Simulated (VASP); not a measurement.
Se, 3 atoms in the cell. Symmetry: P3_221, No. 154, trigonal system. Conventional cell: a = 4.056 Å, b = 4.056 Å, c = 5.108 Å, α = 90.00°, β = 90.00°, γ = 120.00°. Within 3.2 Å of Se (site symmetry 2) lie 6 Se at 2.43 to 3.19 Å. 

```yaml
Program: VASP 6.6.1
Task: single point
Functional: PBEsol
Potentials_or_basis: VASP PAW PBE potentials, release 64 (Se)
Cutoff: 520 eV
k_mesh: 6 × 6 × 4
Occupations: gaussian, width 0.1 eV
Spin: no spin polarisation
Dipole_correction: no
Further_INCAR_settings: ALGO = Normal; EDIFF = 1e-07; NBANDS = 16
```

Potentials or basis: VASP PAW PBE potentials, release 64 (Se).

The run is started by

```bash
$ cat potpaw_PBE.64/Se/POTCAR > POTCAR
$ mpirun -np 1 vasp_std > vasp.out
```

Hardware: 1 thread of Oxide Virtual Turin-like Processor (shared host).

**Question.** Estimate the wall time of this run.

**Answer.** It took 48 s on 1 thread of Oxide Virtual Turin-like Processor, with other jobs on the host, peak memory 0.15 GiB. Counts: scf iterations 13, k points 24.
